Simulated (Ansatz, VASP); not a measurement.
## Two plane-wave programs on TiCuC4N4

```
Ti Cu C N
1.0
     5.90687    0.00000    0.00000
     0.00000    5.90687    0.00000
     0.00000    0.00000    5.90687
Ti Cu C N
1 1 4 4
Direct
  0.00000 0.00000 0.00000
  0.50000 0.50000 0.50000
  0.18942 0.18942 0.18942
  0.18942 0.81058 0.81058
  0.81058 0.18942 0.81058
  0.81058 0.81058 0.18942
  0.30378 0.30378 0.30378
  0.30378 0.69622 0.69622
  0.69622 0.30378 0.69622
  0.69622 0.69622 0.30378
```

Alike in both runs: task single point; functional PBE; k mesh 4 × 4 × 4; occupations gaussian, width 0.1 eV; collinear spin.

|  | VASP | Ansatz |
| --- | --- | --- |
| version | VASP 6.6.1 | Ansatz 0.2.0 |
| potentials or method | VASP PAW PBE potentials, release 64 (Ti_sv, Cu, C, N), cutoff 520 eV | scalar-relativistic, plane waves, PAW |
| valence electrons in the cell | 59 | 67 |

VASP gave:

* gap on the k mesh at the Fermi level (eV): none
* pressure (GPa): 5.0
* rms of the force components (eV/Å): 0.840
* net moment per atom (μB): 0.10
* size of the moment on the site where the two differ most (μB): 0.65

Estimate Ansatz's values.

gap on the k mesh at the Fermi level (eV): none; pressure (GPa): 4.6; rms of the force components (eV/Å): 0.905; net moment per atom (μB): 0.10; size of the moment on the site where the two differ most (μB): 0.46.

Site moments also hang on the region over which each program counts them. Atom by atom the forces differ by 0.188 eV/Å (rms over components). A gap of «none» marks a metal or a gap that the smearing closes. The functional is the same, so the differences come from potentials, cutoffs and numerics. VASP's potentials hold 59 valence electrons a cell and Ansatz's 67, so a difference there can come from the potentials and not from the codes.

Noted on VASP's run: the standard files for N, O and F lose accuracy on very short bonds.
